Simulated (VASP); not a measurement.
Crystal: BaTiO3.

```
CELL_PARAMETERS angstrom
4.00600 0.00000 0.00000
0.00000 4.00600 0.00000
0.00000 0.00000 4.00600
ATOMIC_POSITIONS crystal
Ba 0.50000 0.50000 0.50000
Ti 0.00000 0.00000 0.00000
O 0.50000 0.00000 0.00000
O 0.00000 0.50000 0.00000
O 0.00000 0.00000 0.50000
```

Base run:

```yaml
Program: VASP 6.6.1
Functional: PBE
Potentials_or_basis: VASP PAW PBE potentials, release 64 (Ba_sv, Ti_sv, O)
Cutoff: 520 eV
k_mesh: 8 × 8 × 8
Occupations: gaussian, width 0.01 eV
Spin: no spin polarisation
```

Its results: band gap on the k mesh 1.74 eV, indirect (least direct gap 1.89 eV); pressure 3.4 GPa.

**Question.** The run is repeated on the same cell with these changes: k mesh from 8 × 8 × 8 to 2 × 2 × 2; further incar settings from ALGO = Normal; EDIFF = 1e-07; NBANDS = 28 to ALGO = Normal; EDIFF = 1e-06; NBANDS = 28. What comes out?

**Answer.** Band gap on the k mesh 1.35 eV, indirect (least direct gap 1.50 eV); pressure 5.9 GPa.

Caveats: some runs use coarse meshes; spin-orbit coupling is left out, which moves the levels of the heavy elements.

A k mesh can miss the band edges.
